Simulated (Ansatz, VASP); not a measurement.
## Two plane-wave programs on Ta2N

File INCAR:

```
PREC = Accurate
ENCUT = 600
EDIFF = 1E-6
ISMEAR = -1
SIGMA = 0.05
LREAL = F
LASPH = T
NELM = 120
ALGO = Normal
ISIF = 2
LWAVE = F
LCHARG = T
LELF = T
LVHAR = T
NBANDS = 22
GGA_COMPAT = F
```

The input KPOINTS:

```
regular mesh
0
Gamma
  10 10 6
```

Contents of POSCAR:

```
Ta2N
1.0
    3.1334770837      0.0000000000      0.0000000000
   -1.5667385418      2.7136707566      0.0000000000
    0.0000000000      0.0000000000      4.9020925425
Ta N
2 1
Direct
    0.3333333333      0.6666666667      0.2547110000
    0.6666666667      0.3333333333      0.7452890000
    0.0000000000      0.0000000000      0.0000000000
```

The input input.yaml:

```yaml
crystal:
  lattice:
    - [3.1334770837, 0.0, 0.0]
    - [-1.5667385418, 2.7136707566, 0.0]
    - [0.0, 0.0, 4.9020925425]
  atoms:
    - { symbol: Ta, position: [0.3333333333, 0.6666666667, 0.254711] }
    - { symbol: Ta, position: [0.6666666667, 0.3333333333, 0.745289] }
    - { symbol: "N", position: [0.0, 0.0, 0.0] }
hamiltonian:
  xc: lda
  pseudopotentials: { kind: paw }
kpoints:
  mp_grid: { grid: [10, 10, 6] }
scf:
  occupations: { method: fermi_dirac, width: 0.05 }
output:
  forces: true
  stress: true
  eigenvalues: true
```

Alike in both runs: task single point; functional LDA; k mesh 10 × 10 × 6; occupations fermi-dirac, width 0.05 eV; no spin polarisation.

```csv
,VASP,Ansatz
version,VASP 6.6.1,Ansatz 0.2.0
potentials or method,"VASP PAW LDA potentials, release 64 (Ta_sv_GW, N)",Ansatz PAW
plane-wave cutoff (eV),600,420
valence electrons in the cell,31,31
```

Ansatz gave:

```
gap on the k mesh at the Fermi level (eV)                     : none
pressure (GPa)                                                : -19.3
traceless stress, the component that is largest in VASP (GPa) : 0.08
rms of the force components (eV/Å)                            : 0.257
```

Problem. Which values does VASP return?

Solution. gap on the k mesh at the Fermi level (eV): none; pressure (GPa): -18.6; traceless stress, the component that is largest in VASP (GPa): 0.01; rms of the force components (eV/Å): 0.245.

LDA's correlation is that of Perdew and Zunger in VASP and of Perdew and Wang (1992) in Ansatz. Atom by atom the forces differ by 0.012 eV/Å (rms over components). A gap of «none» marks a metal or a gap that the smearing closes.

Neither program's run includes spin-orbit coupling.
